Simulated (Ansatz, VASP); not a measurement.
YNbN3 in VASP and in Ansatz

INCAR

```
SYSTEM = YNbN3
ALGO     = Normal         ! electronic algorithm
EDIFF    = 1E-6           ! SCF threshold, eV
EDIFFG   = -0.04          ! ionic threshold
ENCUT    = 600            ! plane-wave cutoff, eV
GGA      = PE             ! functional
IBRION   = 2              ! ionic algorithm
ISIF     = 3              ! what is computed and relaxed
ISMEAR   = 0              ! smearing method
LASPH    = .TRUE.         ! aspherical terms in the spheres
LCHARG   = .FALSE.        ! write CHGCAR
LREAL    = .FALSE.        ! projectors in reciprocal space
LWAVE    = .FALSE.        ! write WAVECAR
NELM     = 80             ! most SCF steps
NSW      = 90             ! ionic steps
PREC     = Accurate       ! precision mode
SIGMA    = 0.1            ! smearing width, eV
```

The input KPOINTS:

```
k-points
0
G
  4 4 4
  0 0 0
```

The input POSCAR:

```
YNbN3
1.0
    5.9031800600      0.0000000000      0.0000000000
    0.0000000000      5.9031800600      0.0000000000
    0.0000000000      0.0000000000      4.1741786500
Y Nb N
2 2 6
Direct
    0.0000000000      0.5000000000      0.5000000000
    0.5000000000      0.0000000000      0.5000000000
    0.5000000000      0.5000000000      0.0000000000
    0.0000000000      0.0000000000      0.0000000000
    0.7813904000      0.2813904000      0.0000000000
    0.7186096000      0.7813904000      0.0000000000
    0.5000000000      0.5000000000      0.5000000000
    0.2186096000      0.7186096000      0.0000000000
    0.2813904000      0.2186096000      0.0000000000
    0.0000000000      0.0000000000      0.5000000000
```

Input for Ansatz:

```yaml
crystal:
  lattice:
    - [5.90318006, 0.0, 0.0]
    - [0.0, 5.90318006, 0.0]
    - [0.0, 0.0, 4.17417865]
  atoms:
    - { symbol: "Y", position: [0.0, 0.5, 0.5] }
    - { symbol: "Y", position: [0.5, 0.0, 0.5] }
    - { symbol: Nb, position: [0.5, 0.5, 0.0] }
    - { symbol: Nb, position: [0.0, 0.0, 0.0] }
    - { symbol: "N", position: [0.7813904, 0.2813904, 0.0] }
    - { symbol: "N", position: [0.7186096, 0.7813904, 0.0] }
    - { symbol: "N", position: [0.5, 0.5, 0.5] }
    - { symbol: "N", position: [0.2186096, 0.7186096, 0.0] }
    - { symbol: "N", position: [0.2813904, 0.2186096, 0.0] }
    - { symbol: "N", position: [0.0, 0.0, 0.5] }
basis:
  ecutwfc: 420
kpoints:
  mp_grid: { grid: [4, 4, 4] }
hamiltonian:
  xc: pbe
scf:
  occupations: { method: gaussian, width: 0.1 }
  lower_state_search: "off"
output:
  forces: true
  stress: true
  eigenvalues: true
relax:
  adjacent_minimum: "off"
  f_tol: 0.04
  max_steps: 70
  cell: { stress_tol: 0.4 }
```

Alike in both runs: task relaxation of cell and atoms; functional PBE; k mesh 4 × 4 × 4; occupations gaussian, width 0.1 eV; no spin polarisation.

|  | VASP | Ansatz |
| --- | --- | --- |
| version | VASP 6.6.1 | Ansatz 0.2.0 |
| potentials or method | VASP PAW PBE potentials, release 64 (Y_sv, Nb_sv, N), cutoff 600 eV | scalar-relativistic, plane waves, PAW |
| valence electrons in the cell | 78 | 78 |

```csv
,VASP,Ansatz,Ansatz less VASP
"gap on the k mesh at the Fermi level, each at its own relaxed structure (eV)",none,none,-
relaxed volume (Å³/atom),12.52,12.56,+0.035
relaxed length of the cell vector where the two differ most in proportion (Å),5.462,5.470,+0.0078
```

A gap of «none» marks a metal or a gap that the smearing closes.

The k mesh is coarse, so the values compare programs but aren't converged.
